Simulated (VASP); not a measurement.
Runs of VASP 6.6.1 on NaTi. The structure is that of space group R-3m (No. 166), or close to it. The cells are those of the table. 

```csv
task,cell,k mesh,cutoff (eV),gap on the mesh (eV),pressure (GPa)
single point,"a = 4.939 Å, angles 34.3°, 2 atoms",6 × 6 × 6,520,none,15.1
single point,"a = 6.208 Å, angles 26.8°, 2 atoms",24 × 24 × 24,520,none,0.0
single point,"a = 6.236 Å, angles 26.7°, 2 atoms",6 × 6 × 6,520,none,(a)
relaxation of cell and atoms,"relaxed from a = 4.939 Å, angles 34.3°, 2 atoms",6 × 6 × 6,600,none,0.1
```

Alike in all rows: level PBE; potentials or basis VASP PAW PBE potentials, release 64 (Na_pv, Ti_sv); no spin polarisation; smearing gaussian 0.1 eV.

**Question.** Estimate the missing entries.

**Answer.** (a) -0.1.

Caveats: some runs use coarse meshes.

A gap of «none» marks levels without a gap at the run's occupations.
